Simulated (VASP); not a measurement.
Wanted: the native input for a VASP 6.6.1 run.

* Task: relaxation of cell and atoms
* Functional: PBE
* Dispersion: D3(BJ)
* Potentials or basis: VASP PAW PBE potentials, release 64 (C, O)
* Cutoff: 600 eV
* k mesh: 8 × 8 × 2
* Occupations: gaussian, width 0.1 eV
* Spin: collinear spin, ferromagnetic start
* Starting moments: [1.0, 1.0, 1.0, 1.0] μB
* Dipole correction: no
* Further INCAR settings: ALGO = Normal; EDIFF = 1e-06; IBRION = 2; EDIFFG = -0.04; NSW = 90; ISIF = 3

The structure of C3O lies in POSCAR:

```
C3O
1.0
    1.4505693300     -2.0148353900      0.0000000000
    1.4505693300      2.0148353900      0.0000000000
    0.0000000000      0.0000000000      7.9618748400
C O
3 1
Direct
    0.5000000000      0.5000000000      0.7422130100
    0.0000000000      0.0000000000      0.5000000000
    0.5000000000      0.5000000000      0.2577869900
    0.0000000000      0.0000000000      0.0000000000
```

The cell was generated, and may not be a known phase.

These files were run (other wordings do the same):

INCAR

```
PREC     = Accurate       # precision mode
ENCUT    = 600            # plane-wave cutoff, eV
EDIFF    = 1E-6           # SCF threshold, eV
ISMEAR   = 0              # smearing method
SIGMA    = 0.1            # smearing width, eV
LREAL    = False          # projectors in reciprocal space
LASPH    = True           # aspherical terms in the spheres
NELM     = 150            # most SCF steps
ALGO     = Normal         # electronic algorithm
ISIF     = 3              # what is computed and relaxed
LWAVE    = False          # write WAVECAR
LCHARG   = False          # write CHGCAR
ISPIN    = 2              # spin polarisation
MAGMOM   = 1 1 1 1        # initial moments
LORBIT   = 11             # projections on sites
GGA      = PE             # functional
IVDW     = 12             # dispersion correction
IBRION   = 2              # ionic algorithm
NSW      = 90             # ionic steps
EDIFFG   = -0.04          # ionic threshold
```

KPOINTS

```
regular mesh
0
Gamma
  8 8 2
```

Potentials or basis: VASP PAW PBE potentials, release 64 (C, O).

Command:

```console
$ cat potpaw_PBE.64/C/POTCAR potpaw_PBE.64/O/POTCAR > POTCAR
$ mpirun -np 1 vasp_std > vasp.out
```

It gave:

```json
{
 "Relaxed volume": "7.63 Å³/atom",
 "Relaxed cell": "a = 3.023 Å, b = 3.023 Å, c = 4.727 Å, α = 90.00°, β = 90.00°, γ = 135.02°",
 "Space group after relaxing (to 0.1 Å)": "Cmmm (No. 65)",
 "Pressure after relaxing": "0.1 GPa",
 "Largest force after relaxing": "0.030 eV/Å",
 "Band gap on the k mesh": "zero (filled and empty bands overlap)",
 "Net moment": "0.00 μB per cell",
 "Valence electrons inside the program's atomic spheres": "C 2.26, 2.53 (each value once); O 4.88",
 "Dispersion energy per atom": "-0.127 eV"
}
```

Caveat: the k points lie up to 0.66 Å⁻¹ apart in the final cell, too coarse for converged energies and pressures of a metal; the volume moved by over 15 % at a fixed basis, so the end points are rough.

Wall time 16 min on 1 thread of AMD EPYC 9R14 (Zen 4), with other jobs on the host, peak memory 0.2 GiB.
